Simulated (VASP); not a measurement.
# Mg6O5 (a cell with a defect) in VASP: single point with PBEsol

Aim: the single point of Mg6O5 (a cell with a defect) with PBEsol.

Program: VASP 6.6.1. These are calculated values, not measurements. Logs are shortened: lines on timing, memory, paths and dates and some standing lists are left out, and cuts for length are marked.

## 1. The cell of the first run

The cell holds a defect, 11 atoms: a = 5.591 Å, b = 5.591 Å, c = 5.591 Å, α = 90.00°, β = 90.00°, γ = 90.00°.

## 2. Single point, PBEsol (O vacancy, atom 9 moved a little way towards it, host rigid)

Contents of INCAR:

```
SYSTEM = Mg6O5
  PREC = Accurate
  ENCUT = 520
  EDIFF = 1E-6
  ISMEAR = 0
  SIGMA = 0.05
  LREAL = .FALSE.
  LASPH = .TRUE.
  NELM = 80
  ALGO = Normal
  ISIF = 2
  LWAVE = .FALSE.
  LCHARG = .FALSE.
  GGA = PS
  NBANDS = 32
```

Contents of KPOINTS:

```
regular mesh
0
G
  4 4 4
  0 0 0
```

Contents of POSCAR:

```
Mg6O5
1.0
    5.5908553621      0.0000000000      0.0000000000
    0.0000000000      5.5908553621      0.0000000000
    0.0000000000      0.0000000000      5.5908553621
Mg O
6 5
Direct
    0.2500000000      0.0000000000      0.5000000000
    0.0000000000      0.5000000000      0.2500000000
    0.5000000000      0.7500000000      0.0000000000
    0.7500000000      0.0000000000      0.5000000000
    0.0000000000      0.5000000000      0.7500000000
    0.5000000000      0.2500000000      0.0000000000
    0.5000000000      0.0000000000      0.2500000000
    0.0000000000      0.7500000000      0.5000000000
    0.9000000000      0.5178863508      0.0000000000
    0.5000000000      0.0000000000      0.7500000000
    0.0000000000      0.2500000000      0.5000000000
```

Potentials or basis: VASP PAW PBE potentials, release 64 (Mg, O).

Started as:

```
$ cat potpaw_PBE.64/Mg/POTCAR potpaw_PBE.64/O/POTCAR > POTCAR
$ mpirun -np 1 vasp_std > vasp.out
```

OUTCAR:

```text
SYSTEM = Mg6O5
   PREC = Accurate
   ENCUT = 520
   EDIFF = 1E-6
   ISMEAR = 0
   LREAL = .FALSE.
   LASPH = .TRUE.
   NELM = 80
   ISIF = 2
   GGA = PS

 ion  position               nearest neighbor table
   1  0.250  0.000  0.500-   7 1.98   8 1.98  10 1.98  11 1.98   4 2.80   4 2.80   2 3.42   5 3.42
                             6 3.42   3 3.42   6 3.42   2 3.42   5 3.42   3 3.42
   2  0.000  0.500  0.250-   9 1.51   8 1.98  11 1.98   5 2.80   5 2.80   3 3.42   4 3.42   1 3.42
                             6 3.42   1 3.42   4 3.42   3 3.42   6 3.42
   3  0.500  0.750  0.000-   7 1.98  10 1.98   9 2.59   6 2.80   6 2.80   2 3.42   4 3.42   5 3.42
                             1 3.42   4 3.42   1 3.42   2 3.42   5 3.42
   4  0.750  0.000  0.500-   7 1.98   8 1.98  10 1.98  11 1.98   1 2.80   1 2.80   3 3.42   5 3.42
                             6 3.42   3 3.42   6 3.42   2 3.42   5 3.42   2 3.42
   5  0.000  0.500  0.750-   9 1.51   8 1.98  11 1.98   2 2.80   2 2.80   1 3.42   3 3.42   4 3.42
                             6 3.42   1 3.42   4 3.42   3 3.42   6 3.42
   6  0.500  0.250  0.000-   7 1.98  10 1.98   9 2.69   3 2.80   3 2.80   2 3.42   1 3.42   4 3.42
                             1 3.42   4 3.42   5 3.42   2 3.42   5 3.42
   7  0.500  0.000  0.250-   1 1.98   3 1.98   4 1.98   6 1.98
   8  0.000  0.750  0.500-   1 1.98   2 1.98   4 1.98   5 1.98
   9  0.900  0.518  0.000-   2 1.51   5 1.51   3 2.59   6 2.69
  10  0.500  0.000  0.750-   1 1.98   3 1.98   4 1.98   6 1.98
  11  0.000  0.250  0.500-   1 1.98   2 1.98   4 1.98   5 1.98

  LATTYP: Found a simple cubic cell.
 ALAT       =     5.5908553621

  Lattice vectors:

 A1 = (   5.5908553621,   0.0000000000,   0.0000000000)
 A2 = (   0.0000000000,   5.5908553621,   0.0000000000)
 A3 = (   0.0000000000,   0.0000000000,   5.5908553621)

Analysis of symmetry for initial positions (statically):
=====================================================================
 Subroutine PRICEL returns:
 Original cell was already a primitive cell.

 Routine SETGRP: Setting up the symmetry group for a
 simple cubic supercell.

 Subroutine GETGRP returns: Found  2 space group operations
 (whereof  2 operations were pure point group operations)
 out of a pool of 48 trial point group operations.

The static configuration has the point symmetry C_1h.

Analysis of symmetry for dynamics (positions and initial velocities):
=====================================================================
 Subroutine PRICEL returns:
 Original cell was already a primitive cell.

 Routine SETGRP: Setting up the symmetry group for a
 simple cubic supercell.

 Subroutine GETGRP returns: Found  2 space group operations
 (whereof  2 operations were pure point group operations)
 out of a pool of 48 trial point group operations.

The dynamic configuration has the point symmetry C_1h.

 Subroutine INISYM returns: Found  2 space group operations
 (whereof  2 operations are pure point group operations),
 and found     1 'primitive' translations

----------------------------------------------------------------------------------------

                                     Primitive cell

  volume of cell :     174.7571

  direct lattice vectors                    reciprocal lattice vectors
     5.590855362  0.000000000  0.000000000     0.178863508  0.000000000  0.000000000
     0.000000000  5.590855362  0.000000000     0.000000000  0.178863508  0.000000000
     0.000000000  0.000000000  5.590855362     0.000000000  0.000000000  0.178863508

  length of vectors
     5.590855362  5.590855362  5.590855362     0.178863508  0.178863508  0.178863508

  position of ions in fractional coordinates (direct lattice)
     0.250000000  0.000000000  0.500000000
     0.000000000  0.500000000  0.250000000
     0.500000000  0.750000000  0.000000000
     0.750000000  0.000000000  0.500000000
     0.000000000  0.500000000  0.750000000
     0.500000000  0.250000000  0.000000000
     0.500000000  0.000000000  0.250000000
     0.000000000  0.750000000  0.500000000
     0.900000000  0.517886351  0.000000000
     0.500000000  0.000000000  0.750000000
     0.000000000  0.250000000  0.500000000

  ion indices of the primitive-cell ions
   primitive index   ion index
                 1           1
                 2           2
                 3           3
                 4           4
                 5           5
                 6           6
                 7           7
                 8           8
                 9           9
                10          10
                11          11

----------------------------------------------------------------------------------------

 KPOINTS: regular mesh

Automatic generation of k-mesh.
 Grid dimensions read from file:
 generate k-points for:    4    4    4

 Generating k-lattice:

  Cartesian coordinates                     Fractional coordinates (reciprocal lattice)
     0.044715877  0.000000000  0.000000000     0.250000000  0.000000000  0.000000000
     0.000000000  0.044715877  0.000000000     0.000000000  0.250000000  0.000000000
     0.000000000  0.000000000  0.044715877     0.000000000  0.000000000  0.250000000

  Length of vectors
     0.044715877  0.044715877  0.044715877

  Shift w.r.t. Gamma in fractional coordinates (k-lattice)
     0.000000000  0.000000000  0.000000000

 Subroutine IBZKPT returns following result:
 ===========================================

 Found     30 irreducible k-points:

 Following reciprocal coordinates:
            Coordinates               Weight
  0.000000  0.000000  0.000000      1.000000
  0.250000  0.000000  0.000000      2.000000
  0.000000  0.250000  0.000000      2.000000
  0.000000  0.000000  0.250000      2.000000
  0.500000  0.000000  0.000000      1.000000
  0.000000  0.500000  0.000000      1.000000
[... 16 lines left out ...]
  0.500000  0.250000  0.250000      4.000000
  0.250000  0.500000  0.250000      4.000000
 [... further k-points ...]
   k-points           NKPTS =     30   k-points in BZ     NKDIM =     30   number of bands    NBANDS=     32
   number of dos      NEDOS =    301   number of ions     NIONS =     11
   total plane-waves  NPLWV =  74088
   dimension x,y,z NGX =    42 NGY =   42 NGZ =   42
   dimension x,y,z NGXF=    84 NGYF=   84 NGZF=   84
   ions per type =               6   5
   NGX,Y,Z   is equivalent  to a cutoff of  12.49, 12.49, 12.49 a.u.
   NGXF,Y,Z  is equivalent  to a cutoff of  24.98, 24.98, 24.98 a.u.
 SYSTEM =  Mg6O5
   PREC   = accura    normal or accurate (medium, high low for compatibility)
   ISTART =      0    job   : 0-new  1-cont  2-samecut
   ICHARG =      2    charge: 1-file 2-atom 10-const
   ISPIN  =      1    spin polarized calculation?
   LNONCOLLINEAR =      F non collinear calculations
   LSORBIT =      F    spin-orbit coupling
   LASPH  =      T    aspherical Exc in radial PAW
   ENCUT  =  520.0 eV  38.22 Ry    6.18 a.u.  10.40 10.40 10.40*2*pi/ulx,y,z
   NELM   =     80;   NELMIN=  2; NELMDL= -5     # of ELM steps
   EDIFF  = 0.1E-05   stopping-criterion for ELM
   LREAL  =      F    real-space projection
   EDIFFG = 0.1E-04   stopping-criterion for IOM
   NSW    =      0    number of steps for IOM
   IBRION =     -1    ionic relax: 0-MD 1-quasi-New 2-CG
   NFREE  =      0    steps in history (QN), initial steepest desc. (CG)
   ISIF   =      2    stress and relaxation
   ISYM   =      2    0-nonsym 1-usesym 2-fastsym
   POTIM  = 0.5000    time-step for ionic-motion
   TEBEG  =    0.0;   TEEND  =   0.0 temperature during run
   PSTRESS=    0.0 pullay stress
   NELECT =      42.0000    total number of electrons
   NUPDOWN=      -1.0000    fix difference up-down
   EMIN   =  10.00;   EMAX   =-10.00  energy-range for DOS
   EFERMI =   0.00;   METHOD = LEGACY
   ISMEAR =     0;   SIGMA  =   0.05  broadening in eV -4-tet -1-fermi 0-gaus
   EFERMI_NEDOS =   21; number of points for ismear=-14 and -15
   IALGO  =     38    algorithm
   IMIX   =      4    mixing-type and parameters
     AMIX     =   0.40;   BMIX     =  1.00
     AMIX_MAG =   1.60;   BMIX_MAG =  1.00
  volume/ion in A,a.u.               =      15.89       107.21
  Fermi-wavevector in a.u.,A,eV,Ry     =   1.017840  1.923439 14.095622  1.035999
  Thomas-Fermi vector in A             =   2.151264
   LORBIT       =      0    0 simple, 1 ext, 2 COOP (PROOUT), +10 PAW based schemes
   GGA     = PS    functional components
   LHFCALC =     F    Hartree Fock is set to
   AEXX    =    0.0000 exact exchange contribution
   IVDW    =     0    specifies the selected vdW correction
   LEPSILON=     F    determine dielectric tensor
   LRPA    =     F    only Hartree local field effects (RPA)
 non-spin polarized calculation
 Gauss-broadening in eV      SIGMA  =   0.05
  energy-cutoff  :      520.00
  volume of cell :      174.76
 maximum number of plane-waves:      4729
 NGX is ok and might be reduce to    42
   NGX = 21   NGY = 21   NGZ = 21

 number of electron      41.9999974 magnetization

 Free energy of the ion-electron system (eV)
  ---------------------------------------------------
  ext. energy  EPLUGINS =         0.00000000
  ---------------------------------------------------
  free energy    TOTEN  =       -56.26763656 eV

  energy without entropy =      -56.26763656  energy(sigma->0) =      -56.26763656

 E-fermi :   2.5518     XC(G=0):  -8.5661

 val. band max:        2.3572725857   @ k =   0.5000   0.5000   0.5000
 cond. band min:       2.7454393601   @ k =   0.0000   0.0000   0.5000
 fundamental gap:      0.3881667744
 Fermi energy:         2.5517622192

 k-point     1 :       0.0000    0.0000    0.0000
  band No.  band energies     occupation
      1     -16.4289      2.00000
      2     -16.1715      2.00000
      3     -15.8365      2.00000
      4     -15.6883      2.00000
      5     -15.4269      2.00000
      6      -3.7570      2.00000
[... 24 lines left out ...]
     31       8.8504      0.00000
     32       8.9901      0.00000
[... 774 lines left out ...]
      2     -16.1670      2.00000
      3     -15.8112      2.00000
      4     -15.7358      2.00000
      5     -15.6519      2.00000
      6      -3.3427      2.00000
[... 24 lines left out ...]
     31       9.2910      0.00000
     32      10.1388      0.00000

 [... further k-points ...]

------------------------ aborting loop because EDIFF is reached ----------------------------------------

  FORCE on cell =-STRESS in cart. coord.  units (eV):
  Direction    XX          YY          ZZ          XY          YZ          ZX
  --------------------------------------------------------------------------------------
  -------------------------------------------------------------------------------------
  Total        4.1025057      1.2400840     36.8390721     -0.9513663      0.0000000      0.0000000
  in kB       37.6118771     11.3691217    337.7415510     -8.7221502      0.0000000      0.0000000
  external PRESSURE =     128.9075166 kB  Pullay stress =       0.0000000 kB

 VOLUME and BASIS-vectors are now :
 -----------------------------------------------------------------------------
  energy-cutoff  :      520.00
  volume of cell :      174.76
      direct lattice vectors                 reciprocal lattice vectors
     5.590855362  0.000000000  0.000000000     0.178863508  0.000000000  0.000000000
     0.000000000  5.590855362  0.000000000     0.000000000  0.178863508  0.000000000
     0.000000000  0.000000000  5.590855362     0.000000000  0.000000000  0.178863508

 POSITION                                       TOTAL-FORCE (eV/Angst)
 -----------------------------------------------------------------------------------
      1.39771      0.00000      2.79543        -0.123102     -0.029986     -0.000000
      0.00000      2.79543      1.39771         5.464027     -0.754829     13.059102
      2.79543      4.19314      0.00000         0.465776      0.251066     -0.000000
      4.19314      0.00000      2.79543         0.154997     -0.068933     -0.000000
      0.00000      2.79543      4.19314         5.464027     -0.754829    -13.059102
      2.79543      1.39771      0.00000         0.188836     -0.336389     -0.000000
      2.79543      0.00000      1.39771         0.159971      0.016994     -0.198210
      0.00000      4.19314      2.79543         0.001529      0.094131     -0.000000
      5.03177      2.89543      0.00000       -11.851240      1.653216     -0.000000
      2.79543      0.00000      4.19314         0.159971      0.016994      0.198210
      0.00000      1.39771      2.79543        -0.084791     -0.087435     -0.000000
 -----------------------------------------------------------------------------------
    total drift:                               -0.000374      0.000020     -0.000001

  FREE ENERGIE OF THE ION-ELECTRON SYSTEM (eV)
  ---------------------------------------------------
  free  energy   TOTEN  =       -56.2676365610 eV

  energy  without entropy=      -56.2676365608  energy(sigma->0) =      -56.26763656
```

It took 3.2 min on 1 thread of Intel Xeon 6975P-C, shared host; peak memory 0.33 GiB.

What came out:

- Free energy: -56.2676 eV
- Pressure: 12.9 GPa
- Largest force: 14.176 eV/Å
- Band gap on the k mesh: 0.39 eV

Forces in eV/Å, atoms in the order of the input:
```
Mg   -0.123  -0.030   0.000
Mg    5.464  -0.755  13.059
Mg    0.466   0.251   0.000
Mg    0.155  -0.069   0.000
Mg    5.464  -0.755 -13.059
Mg    0.189  -0.336   0.000
O     0.160   0.017  -0.198
O     0.002   0.094   0.000
O   -11.851   1.653   0.000
O     0.160   0.017   0.198
O    -0.085  -0.087   0.000
```

Caveat: the cell differs from its parent crystal (O vacancy, atom 9 moved a little way towards it, host rigid); the PAW data sets were made with another functional, which shifts forces and pressure a little.
